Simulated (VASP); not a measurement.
Wanted: the native input for a VASP 6.6.1 run.

* Task: single point
* Functional: PBE
* Dispersion: D3(BJ)
* Potentials or basis: VASP PAW PBE potentials, release 64 (As, In_d, H)
* Cutoff: 520 eV
* k mesh: 6 × 6 × 1
* Occupations: gaussian, width 0.1 eV
* Spin: no spin polarisation
* Dipole correction: yes
* Further INCAR settings: ALGO = Normal; EDIFF = 1e-06; NBANDS = 26

The structure of In2As2H lies in POSCAR:

```
In2As2H
1.0
    4.3220706691      0.0000000000      0.0000000000
   -2.1610353346      3.7430229964      0.0000000000
    0.0000000000      0.0000000000     21.7386927198
As In H
2 2 1
Direct
    0.0000000000      0.0000000000      0.1840037049
    0.3333333333      0.6666666667      0.3557112058
    0.3333333333      0.6666666667      0.2245875152
    0.6666666667      0.3333333333      0.3881876812
    1.1111111111      1.2222222222      0.5399907378
```

One way to write it, as run:

INCAR

```
SYSTEM = In2As2H
PREC     = Accurate       ! precision mode
ENCUT    = 520            ! plane-wave cutoff, eV
EDIFF    = 1E-6           ! SCF threshold, eV
ISMEAR   = 0              ! smearing method
SIGMA    = 0.1            ! smearing width, eV
LREAL    = .FALSE.        ! projectors in reciprocal space
LASPH    = .TRUE.         ! aspherical terms in the spheres
NELM     = 100            ! most SCF steps
ALGO     = Normal         ! electronic algorithm
ISIF     = 2              ! what is computed and relaxed
LWAVE    = .FALSE.        ! write WAVECAR
LCHARG   = .TRUE.         ! write CHGCAR
LDIPOL   = .TRUE.       
IDIPOL   = 3            
DIPOL    = 0.5 0.5 0.338
GGA      = PE             ! functional
IVDW     = 12             ! dispersion correction
LELF     = .TRUE.         ! ELF
LVHAR    = .TRUE.       
LVACPOTAV= .TRUE.       
NBANDS   = 26             ! bands
```

KPOINTS

```
Automatic mesh
0
G
  6 6 1
  0 0 0
```

Potentials or basis: VASP PAW PBE potentials, release 64 (As, In_d, H).

Run with:

```sh
$ cat potpaw_PBE.64/As/POTCAR potpaw_PBE.64/In_d/POTCAR potpaw_PBE.64/H/POTCAR > POTCAR
$ mpirun -np 1 vasp_std > vasp.out
```

Results of the run:

| Item | Value |
| --- | --- |
| Largest force | 0.371 eV/Å |
| Band gap on the k mesh | zero (an odd number of electrons rules out a gap without spin polarisation) |
| Dispersion energy per atom | -0.173 eV |

Caveat: spin-orbit coupling is left out, which moves the levels of the heavy elements.

Run time: 110 s on 1 thread of Intel(R) Xeon(R) 6975P-C (Granite Rapids), on a shared host, peak memory 0.47 GiB.
